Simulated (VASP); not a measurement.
Input of a VASP 6.6.1 run:

File INCAR:

```
SYSTEM = CaO
PREC = Accurate ; ENCUT = 520
EDIFF = 1E-6 ; ISMEAR = 0
SIGMA = 0.01 ; LREAL = .FALSE.
LASPH = .TRUE. ; NELM = 80
ALGO = Normal ; ISIF = 2
LWAVE = .FALSE. ; LCHARG = .TRUE.
GGA = PS ; LELF = .TRUE.
LVHAR = .TRUE. ; NBANDS = 15
```

Contents of KPOINTS:

```
Automatic mesh
0
G
  8 8 8
  0 0 0
```

POSCAR

```
CaO
1.0
    2.3978470259      2.3978470259      0.0000000000
   -2.3978470259      2.3978470259      0.0000000000
    0.0000000000      2.3978470259      2.3978470259
Ca O
1 1
Direct
    0.0000000000      0.0000000000      0.0000000000
    0.5000000000      0.5000000000      0.0000000000
```

Potentials or basis: VASP PAW PBE potentials, release 64 (Ca_sv, O).

Run with:

```sh
$ cat potpaw_PBE.64/Ca_sv/POTCAR potpaw_PBE.64/O/POTCAR > POTCAR
$ mpirun -np 1 vasp_std > vasp.out
```

(1) Predict the band gap on the k mesh.

(2) Estimate the pressure.

Answers

(1) 3.53 eV, indirect (least direct gap 3.91 eV).

(2) -1.4 GPa.

Caveat: the PAW data sets were made with another functional, which shifts forces and pressure a little.
